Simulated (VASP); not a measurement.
Wanted: the native input for a VASP 6.6.1 run.

| Quantity | Value |
| --- | --- |
| Task | single point |
| Functional | PBE |
| Potentials or basis | VASP PAW PBE potentials, release 64 (Co, W_sv) |
| Cutoff | 520 eV |
| k mesh | 6 × 6 × 6 |
| Occupations | fermi-dirac, width 0.1 eV |
| Spin | collinear spin, ferromagnetic start |
| Starting moments | [3.2, 0.0, 0.0, 0.0] μB |
| Dipole correction | no |
| Further INCAR settings | ALGO = Normal; EDIFF = 1e-06; NBANDS = 38 |

The structure of CoW3 lies in POSCAR:

```
CoW3
1.0
    4.0577794043      0.0000000000      0.0000000000
    0.0000000000      4.0577794043      0.0000000000
    0.0000000000      0.0000000000      4.0577794043
Co W
1 3
Direct
    0.0000000000      0.0000000000      0.0000000000
    0.0000000000      0.5000000000      0.5000000000
    0.5000000000      0.0000000000      0.5000000000
    0.5000000000      0.5000000000      0.0000000000
```

One way to write it, as run:

INCAR

```
ALGO = Normal
EDIFF = 1E-6
ENCUT = 520
GGA = PE
ISIF = 2
ISMEAR = -1
ISPIN = 2
LASPH = True
LCHARG = False
LMAXMIX = 4
LORBIT = 11
LREAL = False
LWAVE = False
MAGMOM = 3.2 0 0 0
NBANDS = 38
NELM = 150
PREC = Accurate
SIGMA = 0.1
```

KPOINTS

```
k-points
0
Gamma
  6 6 6
```

Potentials or basis: VASP PAW PBE potentials, release 64 (Co, W_sv).

Run with:

```console
$ cat potpaw_PBE.64/Co/POTCAR potpaw_PBE.64/W_sv/POTCAR > POTCAR
$ mpirun -np 1 vasp_std > vasp.out
```

It gave:

```yaml
Pressure: -24.4 GPa
Band_gap_on_the_k_mesh: zero (filled and empty bands overlap)
Net_moment: 1.00 μB per cell
Site_moments: Co +0.96; W +0.01 μB
Valence_electrons_inside_the_program's_atomic_spheres: Co 8.07; W 11.85
```

Caveat: the cell stands under tension; spin-orbit coupling is left out, which moves the levels of the heavy elements.

It took 3.5 min on 1 thread of AMD EPYC 7R43 64-Core Processor (Zen 3), with other jobs on the host, peak memory 0.19 GiB.
